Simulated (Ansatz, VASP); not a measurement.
## One calculation of HfC, two programs

```
Hf C
1.0
     3.42973    0.00000    0.00000
    -1.71487    2.97024    0.00000
     0.00000    0.00000    5.33791
Hf C
2 2
Cartesian
  1.7149 0.9901 4.0034
  0.0000 1.9802 1.3345
  0.0000 0.0000 0.0000
  0.0000 0.0000 2.6690
```

Alike in both runs: task single point; functional r2SCAN; k mesh 8 × 8 × 5; no spin polarisation.

|  | VASP | Ansatz |
| --- | --- | --- |
| version | VASP 6.6.1 | Ansatz 0.2.0 |
| potentials or method | VASP PAW PBE potentials, release 64 (Hf_pv, C), cutoff 520 eV | plane waves, PAW |
| occupations | fermi-dirac, width 0.1 eV | fermi-dirac |
| valence electrons in the cell | 28 | 60 |

|  | VASP | Ansatz | Ansatz less VASP |
| --- | --- | --- | --- |
| pressure (GPa) | -19.1 | -18.0 | +1.16 |
| traceless stress, the component that is largest in VASP (GPa) | 4.45 | 4.40 | -0.058 |

VASP's potentials were made for PBE, not for r2SCAN. VASP's potentials hold 28 valence electrons a cell and Ansatz's 60, so a difference there can come from the potentials and not from the codes.

Neither program's run includes spin-orbit coupling.
